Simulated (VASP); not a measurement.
# InP (F-43m) in VASP: notebook

InP is run at these levels: PBEsol-based screened hybrid with 25 % exact exchange, r2SCAN0; tasks: single point.

Everything below comes from runs of VASP 6.6.1. Logs are shortened: lines on timing, memory, paths and dates and some standing lists are left out, and cuts for length are marked.

## Step 1: The cell of the first run

Symmetry: F-43m, No. 216, cubic system. The conventional cell has a = 5.822 Å, b = 5.822 Å, c = 5.822 Å, α = 90.00°, β = 90.00°, γ = 90.00°. In (site symmetry -43m) has 4 P at 2.52 Å within 3.3 Å. Within 3.3 Å of P (site symmetry -43m) lie 4 In at 2.52 Å.

## Step 2: Single point, PBEsol-based screened hybrid with 25 % exact exchange

Contents of POSCAR:

```
InP
1.0
    0.0000000000      2.9108316221      2.9108316221
    2.9108316221      0.0000000000      2.9108316221
    2.9108316221      2.9108316221      0.0000000000
In P
1 1
Direct
    0.0000000000      0.0000000000      0.0000000000
    0.7500000000      0.7500000000      0.7500000000
```

Contents of INCAR.step1:

```
  PREC = Accurate
  ENCUT = 520
  EDIFF = 1E-5
  ISMEAR = -1
  SIGMA = 0.05
  LREAL = F
  LASPH = T
  NELM = 60
  ALGO = Normal
  ISIF = 2
  LWAVE = T
  LCHARG = F
  NBANDS = 16
  GGA = PE
```

Contents of INCAR.step2:

```
  PREC = Accurate
  ENCUT = 520
  EDIFF = 1E-6
  ISMEAR = -1
  SIGMA = 0.05
  LREAL = F
  LASPH = T
  NELM = 60
  ALGO = Normal
  ISIF = 2
  LWAVE = F
  LCHARG = F
  GGA = PS
  LHFCALC = T
  AEXX = 0.25
  HFSCREEN = 0.207
  PRECFOCK = Normal
  NBANDS = 16
  ISTART = 1
```

Contents of KPOINTS:

```
regular mesh
0
Gamma
  4 4 4
```

Potentials or basis: VASP PAW PBE potentials, release 64 (In_d, P).

Run with:

```sh
$ cat potpaw_PBE.64/In_d/POTCAR potpaw_PBE.64/P/POTCAR > POTCAR
$ cp INCAR.step1 INCAR
$ mpirun -np 1 vasp_std > vasp.out
$ cp INCAR.step2 INCAR
$ mpirun -np 1 vasp_std > vasp.out
```

OUTCAR:

```text
PREC = Accurate
   ENCUT = 520
   EDIFF = 1E-6
   ISMEAR = -1
   LREAL = F
   LASPH = T
   NELM = 60
   ISIF = 2
   GGA = PS
   LHFCALC = T
   AEXX = 0.25
   HFSCREEN = 0.207
   PRECFOCK = Normal
   ISTART = 1

 ion  position               nearest neighbor table
   1  0.000  0.000  0.000-   2 2.52   2 2.52   2 2.52   2 2.52
   2  0.750  0.750  0.750-   1 2.52   1 2.52   1 2.52   1 2.52

  LATTYP: Found a face centered cubic cell.
 ALAT       =     5.8216632442

  Lattice vectors:

 A1 = (   0.0000000000,   2.9108316221,   2.9108316221)
 A2 = (   2.9108316221,   0.0000000000,   2.9108316221)
 A3 = (   2.9108316221,   2.9108316221,   0.0000000000)

Analysis of symmetry for initial positions (statically):
=====================================================================
 Subroutine PRICEL returns:
 Original cell was already a primitive cell.

 Routine SETGRP: Setting up the symmetry group for a
 face centered cubic supercell.

 Subroutine GETGRP returns: Found 24 space group operations
 (whereof 24 operations were pure point group operations)
 out of a pool of 48 trial point group operations.

The static configuration has the point symmetry T_d .

Analysis of symmetry for dynamics (positions and initial velocities):
=====================================================================
 Subroutine PRICEL returns:
 Original cell was already a primitive cell.

 Routine SETGRP: Setting up the symmetry group for a
 face centered cubic supercell.

 Subroutine GETGRP returns: Found 24 space group operations
 (whereof 24 operations were pure point group operations)
 out of a pool of 48 trial point group operations.

The dynamic configuration has the point symmetry T_d .

 Subroutine INISYM returns: Found 24 space group operations
 (whereof 24 operations are pure point group operations),
 and found     1 'primitive' translations

----------------------------------------------------------------------------------------

                                     Primitive cell

  volume of cell :      49.3266

  direct lattice vectors                    reciprocal lattice vectors
     0.000000000  2.910831622  2.910831622    -0.171772217  0.171772217  0.171772217
     2.910831622  0.000000000  2.910831622     0.171772217 -0.171772217  0.171772217
     2.910831622  2.910831622  0.000000000     0.171772217  0.171772217 -0.171772217

  length of vectors
     4.116537558  4.116537558  4.116537558     0.297518207  0.297518207  0.297518207

  position of ions in fractional coordinates (direct lattice)
     0.000000000  0.000000000  0.000000000
     0.750000000  0.750000000  0.750000000

  ion indices of the primitive-cell ions
   primitive index   ion index
                 1           1
                 2           2

----------------------------------------------------------------------------------------

 KPOINTS: regular mesh

Automatic generation of k-mesh.
 Grid dimensions read from file:
 generate k-points for:    4    4    4

 Generating k-lattice:

  Cartesian coordinates                     Fractional coordinates (reciprocal lattice)
    -0.042943054  0.042943054  0.042943054     0.250000000  0.000000000  0.000000000
     0.042943054 -0.042943054  0.042943054     0.000000000  0.250000000  0.000000000
     0.042943054  0.042943054 -0.042943054     0.000000000  0.000000000  0.250000000

  Length of vectors
     0.074379552  0.074379552  0.074379552

  Shift w.r.t. Gamma in fractional coordinates (k-lattice)
     0.000000000  0.000000000  0.000000000

 Subroutine IBZKPT returns following result:
 ===========================================

 Found      8 irreducible k-points:

 Following reciprocal coordinates:
            Coordinates               Weight
  0.000000  0.000000  0.000000      1.000000
  0.250000  0.000000  0.000000      8.000000
  0.500000  0.000000  0.000000      4.000000
  0.250000  0.250000  0.000000      6.000000
  0.500000  0.250000  0.000000     24.000000
 -0.250000  0.250000  0.000000     12.000000
  0.500000  0.500000  0.000000      3.000000
 -0.250000  0.500000  0.250000      6.000000
   k-points           NKPTS =      8   k-points in BZ     NKDIM =     64   number of bands    NBANDS=     16
   number of dos      NEDOS =    301   number of ions     NIONS =      2
   total plane-waves  NPLWV =  32768
   dimension x,y,z NGX =    32 NGY =   32 NGZ =   32
   dimension x,y,z NGXF=    64 NGYF=   64 NGZF=   64
   ions per type =               1   1
   NGX,Y,Z   is equivalent  to a cutoff of  12.92, 12.92, 12.92 a.u.
   NGXF,Y,Z  is equivalent  to a cutoff of  25.85, 25.85, 25.85 a.u.
 SYSTEM =  unknown system
   PREC   = accura    normal or accurate (medium, high low for compatibility)
   ISTART =      1    job   : 0-new  1-cont  2-samecut
   ICHARG =      0    charge: 1-file 2-atom 10-const
   ISPIN  =      1    spin polarized calculation?
   LNONCOLLINEAR =      F non collinear calculations
   LSORBIT =      F    spin-orbit coupling
   LASPH  =      T    aspherical Exc in radial PAW
   ENCUT  =  520.0 eV  38.22 Ry    6.18 a.u.   7.65  7.65  7.65*2*pi/ulx,y,z
   NELM   =     60;   NELMIN=  2; NELMDL=  0     # of ELM steps
   EDIFF  = 0.1E-05   stopping-criterion for ELM
   LREAL  =      F    real-space projection
   EDIFFG = 0.1E-04   stopping-criterion for IOM
   NSW    =      0    number of steps for IOM
   IBRION =     -1    ionic relax: 0-MD 1-quasi-New 2-CG
   NFREE  =      0    steps in history (QN), initial steepest desc. (CG)
   ISIF   =      2    stress and relaxation
   ISYM   =      3    0-nonsym 1-usesym 2-fastsym
   POTIM  = 0.5000    time-step for ionic-motion
   TEBEG  =    0.0;   TEEND  =   0.0 temperature during run
   PSTRESS=    0.0 pullay stress
   NELECT =      18.0000    total number of electrons
   NUPDOWN=      -1.0000    fix difference up-down
   EMIN   =  10.00;   EMAX   =-10.00  energy-range for DOS
   EFERMI =   0.00;   METHOD = LEGACY
   ISMEAR =    -1;   SIGMA  =   0.05  broadening in eV -4-tet -1-fermi 0-gaus
   EFERMI_NEDOS =   21; number of points for ismear=-14 and -15
   IALGO  =     38    algorithm
   IMIX   =      1    mixing-type and parameters
     AMIX     =   0.40;   BMIX     =  1.00
     AMIX_MAG =   1.60;   BMIX_MAG =  1.00
  volume/ion in A,a.u.               =      24.66       166.44
  Fermi-wavevector in a.u.,A,eV,Ry     =   1.169873  2.210739 18.620961  1.368602
  Thomas-Fermi vector in A             =   2.306339
   LORBIT       =      0    0 simple, 1 ext, 2 COOP (PROOUT), +10 PAW based schemes
   GGA     = PS    functional components
   LHFCALC =     T    Hartree Fock is set to
   PRECFOCK=normal    Normal, Fast or Accurate (Low or Medium for compatibility)
   ENCUT4O =  -1.0   cutoff for four orbital integrals eV
   NKREDX  =     1    reduce k-point grid by
   NKREDY  =     1    reduce k-point grid by
   NKREDZ  =     1    reduce k-point grid by
   AEXX    =    0.2500 exact exchange contribution
   HFSCREEN=    0.2070 screening length (either q_TF or 0.3 A-1)
   HFSCREENC=   0.2070 screening length for correlation (either q_TF or 0.3 A-1)
   ENCUTFOCK=  -1.0 apply spherical cutoff to Coloumb kernel
   IVDW    =     0    specifies the selected vdW correction
   LEPSILON=     F    determine dielectric tensor
   LRPA    =     F    only Hartree local field effects (RPA)
 non-spin polarized calculation
  energy-cutoff  :      520.00
  volume of cell :       49.33
 maximum number of plane-waves:      1363
 NGX is ok and might be reduce to    32
  NGX = 24; NGY = 24; NGZ = 24

 number of electron      17.9999997 magnetization

 Free energy of the ion-electron system (eV)
  ---------------------------------------------------
  ext. energy  EPLUGINS =         0.00000000
  ---------------------------------------------------
  free energy    TOTEN  =       -10.40979147 eV

  energy without entropy =      -10.40979145  energy(sigma->0) =      -10.40979146

 E-fermi :   5.7381     XC(G=0):  -7.9249

 val. band max:        4.9369103821   @ k =   0.0000   0.0000   0.0000
 cond. band min:       6.4842299282   @ k =   0.0000   0.0000   0.0000
 fundamental gap:      1.5473195461
 Fermi energy:         5.7381156532

 k-point     1 :       0.0000    0.0000    0.0000
  band No.  band energies     occupation
      1     -10.9817      2.00000
      2     -10.9817      2.00000
      3     -10.9817      2.00000
      4     -10.8083      2.00000
      5     -10.8083      2.00000
      6      -7.9711      2.00000
      7       4.9369      2.00000
      8       4.9369      2.00000
      9       4.9369      2.00000
     10       6.4842      0.00000
     11       9.7891      0.00000
     12       9.7891      0.00000
     13       9.7891      0.00000
     14      14.4583      0.00000
     15      15.4754      0.00000
     16      15.4754      0.00000

 k-point     2 :       0.2500    0.0000    0.0000
  band No.  band energies     occupation
      1     -11.0467      2.00000
      2     -10.9559      2.00000
      3     -10.9559      2.00000
      4     -10.8059      2.00000
      5     -10.8059      2.00000
      6      -7.2056      2.00000
      7       1.1690      2.00000
      8       4.3070      2.00000
      9       4.3070      2.00000
     10       7.5107      0.00000
     11      10.5589      0.00000
     12      10.5589      0.00000
     13      11.1720      0.00000
     14      14.4774      0.00000
     15      14.4774      0.00000
     16      14.8990      0.00000

 k-point     3 :       0.5000    0.0000    0.0000
  band No.  band energies     occupation
      1     -11.1063      2.00000
      2     -10.9382      2.00000
      3     -10.9382      2.00000
      4     -10.7948      2.00000
      5     -10.7948      2.00000
      6      -6.0034      2.00000
      7      -1.4885      2.00000
      8       3.8322      2.00000
      9       3.8322      2.00000
     10       7.1739      0.00000
     11      10.5326      0.00000
     12      10.5326      0.00000
     13      12.8842      0.00000
     14      15.5116      0.00000
     15      16.8151      0.00000
     16      16.8151      0.00000

 k-point     4 :       0.2500    0.2500    0.0000
  band No.  band energies     occupation
      1     -11.0898      2.00000
      2     -10.9256      2.00000
      3     -10.9256      2.00000
      4     -10.8339      2.00000
      5     -10.7900      2.00000
      6      -6.9536      2.00000
      7       1.3473      2.00000
      8       3.3400      2.00000
      9       3.3400      2.00000
     10       8.0172      0.00000
     11       8.8978      0.00000
     12      12.3338      0.00000
     13      12.3338      0.00000
     14      12.7332      0.00000
     15      16.0704      0.00000
     16      18.2345      0.00000

 k-point     5 :       0.5000    0.2500    0.0000
  band No.  band energies     occupation
      1     -11.1318      2.00000
      2     -10.9128      2.00000
      3     -10.8997      2.00000
      4     -10.8310      2.00000
      5     -10.7865      2.00000
      6      -5.7106      2.00000
      7      -0.9761      2.00000
      8       1.8904      2.00000
      9       2.9610      2.00000
     10       8.1320      0.00000
     11      10.2292      0.00000
     12      11.9852      0.00000
     13      12.6003      0.00000
     14      15.5713      0.00000
     15      16.9667      0.00000
     16      18.2020      0.00000

 k-point     6 :      -0.2500    0.2500    0.0000
  band No.  band energies     occupation
      1     -11.1009      2.00000
      2     -10.9303      2.00000
      3     -10.9230      2.00000
      4     -10.8102      2.00000
      5     -10.8037      2.00000
      6      -6.1586      2.00000
      7      -0.3305      2.00000
      8       1.7564      2.00000
      9       3.7749      2.00000
     10       8.7644      0.00000
     11      10.8797      0.00000
     12      11.3508      0.00000
     13      11.5144      0.00000
     14      13.9340      0.00000
     15      16.5148      0.00000
     16      18.0655      0.00000

 k-point     7 :       0.5000    0.5000    0.0000
  band No.  band energies     occupation
      1     -11.1778      2.00000
      2     -10.8667      2.00000
      3     -10.8667      2.00000
      4     -10.8650      2.00000
      5     -10.7716      2.00000
      6      -5.2542      2.00000
      7      -1.4632      2.00000
      8       2.2971      2.00000
      9       2.2971      2.00000
     10       7.1644      0.00000
     11       7.8502      0.00000
     12      15.4175      0.00000
     13      15.9247      0.00000
     14      15.9247      0.00000
     15      16.9564      0.00000
     16      17.9912      0.00000

 k-point     8 :      -0.2500    0.5000    0.2500
  band No.  band energies     occupation
      1     -11.1418      2.00000
      2     -10.9146      2.00000
      3     -10.8758      2.00000
      4     -10.8316      2.00000
      5     -10.7932      2.00000
      6      -5.1626      2.00000
      7      -1.2749      2.00000
      8       1.5863      2.00000
      9       1.6472      2.00000
     10       9.9095      0.00000
     11      10.3944      0.00000
     12      11.4142      0.00000
     13      11.8817      0.00000
     14      16.5069      0.00000
     15      17.5964      0.00000
     16      18.1486      0.00000

------------------------ aborting loop because EDIFF is reached ----------------------------------------

  FORCE on cell =-STRESS in cart. coord.  units (eV):
  Direction    XX          YY          ZZ          XY          YZ          ZX
  --------------------------------------------------------------------------------------
  -------------------------------------------------------------------------------------
  Total        0.3563087      0.3563087      0.3563087      0.0000000      0.0000000     -0.0000000
  in kB       11.5732626     11.5732626     11.5732626      0.0000000      0.0000000     -0.0000000
  external PRESSURE =      11.5732626 kB  Pullay stress =       0.0000000 kB

 VOLUME and BASIS-vectors are now :
 -----------------------------------------------------------------------------
  energy-cutoff  :      520.00
  volume of cell :       49.33
      direct lattice vectors                 reciprocal lattice vectors
     0.000000000  2.910831622  2.910831622    -0.171772217  0.171772217  0.171772217
     2.910831622  0.000000000  2.910831622     0.171772217 -0.171772217  0.171772217
     2.910831622  2.910831622  0.000000000     0.171772217  0.171772217 -0.171772217

 POSITION                                       TOTAL-FORCE (eV/Angst)
 -----------------------------------------------------------------------------------
      0.00000      0.00000      0.00000         0.000000      0.000000      0.000000
      4.36625      4.36625      4.36625        -0.000000     -0.000000     -0.000000
 -----------------------------------------------------------------------------------
    total drift:                               -0.000189     -0.000170     -0.000094

  FREE ENERGIE OF THE ION-ELECTRON SYSTEM (eV)
  ---------------------------------------------------
  free  energy   TOTEN  =       -10.4097914672 eV

  energy  without entropy=      -10.4097914502  energy(sigma->0) =      -10.40979146
```

Wall time 4.5 min (1 thread of Intel Xeon Platinum 8259CL at 2.50GHz (Skylake/Cascade Lake), shared host); peak memory 0.28 GiB.

Results:

- Free energy: -10.4098 eV
- Pressure: 1.2 GPa
- Band gap on the k mesh: 1.55 eV

Levels at points of the mesh, in eV from the valence-band top:
```csv
k point,band 7,band 8,band 9,band 10,band 11,band 12
"(0.00, 0.00, 0.00)",0.00,0.00,0.00,1.55,4.85,4.85
"(0.50, 0.00, 0.00)",-6.43,-1.10,-1.10,2.24,5.60,5.60
"(0.50, 0.50, 0.00)",-6.40,-2.64,-2.64,2.23,2.91,10.48
```

Caveat: the k points lie up to 0.47 Å⁻¹ apart; the PAW data sets were made with another functional, which shifts forces and pressure a little; spin-orbit coupling is left out, which moves the levels of the heavy elements.

[end of part 1 of 3]
